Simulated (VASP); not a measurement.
IrO, 6 atoms in the cell. The structure is tetragonal, space group P4/mmm (No. 123). The conventional cell has a = 4.470 Å, b = 4.470 Å, c = 3.794 Å, α = 90.00°, β = 90.00°, γ = 90.00°. Ir (site symmetry 4/mmm) has 4 O at 2.24 Å and 8 Ir at 2.93 Å within 3.0 Å. Ir (site symmetry mmm) has 2 O at 1.90 Å within 2.5 Å. O (site symmetry 4/mmm) has 4 O at 2.24 Å and 8 Ir at 2.93 Å within 3.0 Å. Within 2.5 Å of O (site symmetry mmm) lie 4 Ir at 1.90 to 2.24 Å and 2 O at 2.24 Å. 

- Program: VASP 6.6.1
- Task: single point
- Functional: PBE
- Potentials or basis: VASP PAW PBE potentials, release 64 (Ir, O)
- Cutoff: 520 eV
- k mesh: 10 × 10 × 10
- Occupations: gaussian, width 0.1 eV
- Spin: collinear spin
- Starting moments: [0.0, -0.18, -0.18, 0.0, 0.0, 0.0] μB
- Dipole correction: no
- Further INCAR settings: ALGO = Normal; EDIFF = 1e-07; NBANDS = 36

Potentials or basis: VASP PAW PBE potentials, release 64 (Ir, O).

Command:

```bash
$ cat potpaw_PBE.64/Ir/POTCAR potpaw_PBE.64/O/POTCAR > POTCAR
$ mpirun -np 1 vasp_std > vasp.out
```

Hardware: 1 thread of AMD EPYC 7R13, on a shared host.

How long does it take, and how much memory?

Wall time 27 min on 1 thread of AMD EPYC 7R13 (shared host), peak memory 0.53 GiB. Counts: scf iterations 22, k points 126.
